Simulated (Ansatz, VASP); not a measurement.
# Co: VASP beside Ansatz

```xyz
2
Lattice="2.3996 0.0000 0.0000 -1.1998 2.0781 0.0000 0.0000 0.0000 3.8657" Properties=species:S:1:pos:R:3 pbc="T T T"
Co    0.0000    1.3854    0.9664
Co    1.1998    0.6927    2.8993
```

Alike in both runs: task single point; functional LDA; k mesh 15 × 15 × 8; occupations fermi-dirac, width 0.2 eV; no spin polarisation.

|  | VASP | Ansatz |
| --- | --- | --- |
| version | VASP 6.6.1 | Ansatz 0.2.0 |
| potentials or method | VASP PAW LDA potentials, release 64 (Co), cutoff 520 eV | plane waves (420 eV) with PAW, scalar-relativistic |
| valence electrons in the cell | 18 | 34 |

```csv
,VASP,Ansatz,Ansatz less VASP
pressure (GPa),1.2,2.1,+0.85
"traceless stress, the component that is largest in VASP (GPa)",-0.32,-0.24,+0.075
```

Ansatz warns that its potentials were made for another functional, while VASP's fit it. LDA's correlation is that of Perdew and Zunger in VASP and of Perdew and Wang (1992) in Ansatz. VASP's potentials hold 18 valence electrons a cell and Ansatz's 34, so a difference there can come from the potentials and not from the codes.
